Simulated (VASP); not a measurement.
Set up this calculation in VASP 6.6.1, as the native input.

* Task: single point
* Functional: PBEsol
* Potentials or basis: VASP PAW PBE potentials, release 64 (Hf_pv, S)
* Cutoff: 520 eV
* k mesh: 12 × 12 × 4
* Occupations: methfessel-paxton, width 0.05 eV
* Spin: no spin polarisation
* Dipole correction: no
* Further INCAR settings: ALGO = Normal; EDIFF = 1e-06; NBANDS = 35

The structure of Hf2S lies in POSCAR:

```
Hf2S
1.0
    3.3742737662      0.0000000000      0.0000000000
   -1.6871368831      2.9222068008      0.0000000000
    0.0000000000      0.0000000000     11.7174070300
Hf S
4 2
Direct
    0.6666666667      0.3333333333      0.8998116400
    0.3333333333      0.6666666667      0.3998116400
    0.6666666667      0.3333333333      0.6001883600
    0.3333333333      0.6666666667      0.1001883600
    0.0000000000      0.0000000000      0.7500000000
    0.0000000000      0.0000000000      0.2500000000
```

One way to write it, as run:

INCAR

```
  ALGO = Normal
  EDIFF = 1E-6
  ENCUT = 520
  GGA = PS
  ISIF = 2
  ISMEAR = 1
  LASPH = True
  LCHARG = True
  LELF = True
  LREAL = False
  LVHAR = True
  LWAVE = False
  NBANDS = 35
  NELM = 60
  PREC = Accurate
  SIGMA = 0.05
```

KPOINTS

```
k-points
0
Gamma
  12 12 4
```

Potentials or basis: VASP PAW PBE potentials, release 64 (Hf_pv, S).

Launch:

```console
$ cat potpaw_PBE.64/Hf_pv/POTCAR potpaw_PBE.64/S/POTCAR > POTCAR
$ mpirun -np 1 vasp_std > vasp.out
```

It gave:

| Quantity | Value |
| --- | --- |
| Pressure | -3.3 GPa |
| Largest force | 0.225 eV/Å |
| Band gap on the k mesh | zero (bands 26 and 27 overlap by 0.92 eV) |

Caveat: the cell stands under tension; the PAW data sets were made with another functional, which shifts forces and pressure a little; spin-orbit coupling is left out, which moves the levels of the heavy elements.

Wall time 6.4 min on 1 thread of Intel Xeon 8259CL (shared host), peak memory 0.37 GiB.
